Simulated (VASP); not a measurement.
Wanted: the native input for a VASP 6.6.1 run.

```yaml
Task: relaxation of shape and atoms at fixed volume
Functional: PBE
Potentials_or_basis: VASP PAW PBE potentials, release 64 (Ru_pv)
Cutoff: 600 eV
k_mesh: 18 × 18 × 10
Occupations: gaussian, width 0.1 eV
Spin: no spin polarisation
Dipole_correction: no
Further_INCAR_settings: ALGO = Fast; EDIFF = 1e-06; IBRION = 2; EDIFFG = -0.01; NSW = 50; ISIF = 4
```

The structure of Ru lies in POSCAR:

```
Ru
1.0
    2.6632772219      0.0000000000      0.0000000000
   -1.3316386109      2.3064657314      0.0000000000
    0.0000000000      0.0000000000      4.2129177562
Ru
2
Direct
    0.3333333333      0.6666666667      0.2500000000
    0.6666666667      0.3333333333      0.7500000000
```

This cell differs from its parent crystal: volume scaled by 0.94.

One way to write it, as run:

INCAR

```
SYSTEM = Ru
PREC = Accurate
ENCUT = 600
EDIFF = 1E-6
ISMEAR = 0
SIGMA = 0.1
LREAL = .FALSE.
LASPH = .TRUE.
NELM = 60
ALGO = Fast
ISIF = 4
LWAVE = .FALSE.
LCHARG = .FALSE.
GGA = PE
IBRION = 2
NSW = 50
EDIFFG = -0.01
```

KPOINTS

```
Automatic mesh
0
G
  18 18 10
  0 0 0
```

Potentials or basis: VASP PAW PBE potentials, release 64 (Ru_pv).

Launch:

```bash
$ cat potpaw_PBE.64/Ru_pv/POTCAR > POTCAR
$ mpirun -np 1 vasp_std > vasp.out
```

It gave:

| Quantity | Value |
| --- | --- |
| Energy gained by relaxing | 0.0 meV/atom |
| Ionic steps | 3 |
| Pressure after relaxing | 22.3 GPa |
| Band gap on the k mesh | zero (band 14 reaches 15.33 eV, above the bottom of band 15 at 11.97 eV) |

Run time: 110 s on 1 thread of Intel Xeon 6975P-C (shared host), peak memory 0.23 GiB.
